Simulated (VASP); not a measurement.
Set up this calculation in VASP 6.6.1, as the native input.

* Task: single point
* Functional: r2SCAN
* Potentials or basis: VASP PAW PBE potentials, release 64 (Al, N)
* Cutoff: 520 eV
* k mesh: 12 × 12 × 6
* Occupations: gaussian, width 0.05 eV
* Spin: no spin polarisation
* Dipole correction: no
* Further INCAR settings: ALGO = Normal; EDIFF = 1e-06; NBANDS = 16

AlN:

```xyz
4
Lattice="3.1110 0.0000 0.0000 -1.5555 2.6942 0.0000 0.0000 0.0000 4.9780" Properties=species:S:1:pos:R:3 pbc="T T T"
Al    0.0000    1.7961    0.0000
Al    1.5555    0.8981    2.4890
N    -0.3000    1.7961    1.9165
N     1.5555    0.8981    4.4055
```

This cell differs from its parent crystal: atom 3 (N) moved by (-0.300, +0.000) A along x and y.

One way to write it, as run:

POSCAR

```
AlN
1.0
    3.1110021516      0.0000000000      0.0000000000
   -1.5555010758      2.6942068945      0.0000000000
    0.0000000000      0.0000000000      4.9780000000
Al N
2 2
Direct
    0.3333333333      0.6666666667      0.0000000000
    0.6666666667      0.3333333333      0.5000000000
    0.2369013846      0.6666666667      0.3850000000
    0.6666666667      0.3333333333      0.8850000000
```

INCAR.step1

```
SYSTEM = AlN
ALGO = Normal ; EDIFF = 1E-4
ENCUT = 520 ; GGA = PE
ISMEAR = 0 ; LASPH = .TRUE.
LCHARG = .FALSE. ; LREAL = .FALSE.
LWAVE = .TRUE. ; NBANDS = 16
NELM = 80 ; PREC = Accurate
SIGMA = 0.05
```

INCAR.step2

```
SYSTEM = AlN
ALGO = Normal ; EDIFF = 1E-6
ENCUT = 520 ; ISIF = 2
ISMEAR = 0 ; ISTART = 1
LASPH = .TRUE. ; LCHARG = .FALSE.
LMIXTAU = .TRUE. ; LREAL = .FALSE.
LWAVE = .FALSE. ; METAGGA = R2SCAN
NBANDS = 16 ; NELM = 80
PREC = Accurate ; SIGMA = 0.05
```

KPOINTS

```
k-points
0
G
  12 12 6
  0 0 0
```

Potentials or basis: VASP PAW PBE potentials, release 64 (Al, N).

Run with:

```console
$ cat potpaw_PBE.64/Al/POTCAR potpaw_PBE.64/N/POTCAR > POTCAR
$ cp INCAR.step1 INCAR
$ mpirun -np 1 vasp_std > vasp.out
$ cp INCAR.step2 INCAR
$ mpirun -np 1 vasp_std > vasp.out
```

It gave:

| Property | Result |
| --- | --- |
| Pressure | 5.7 GPa |
| Largest force | 6.713 eV/Å |
| Band gap on the k mesh | 4.49 eV |

Caveat: the cell differs from its parent crystal (atom 3 (N) moved by (-0.300, +0.000) A along x and y); the cell stands under pressure; the PAW data sets were made with another functional, which shifts forces and pressure a little.

It took 12 min on 1 thread of Intel(R) Xeon(R) Platinum 8259CL CPU @ 2.50GHz (Skylake/Cascade Lake) (shared host), peak memory 0.36 GiB.
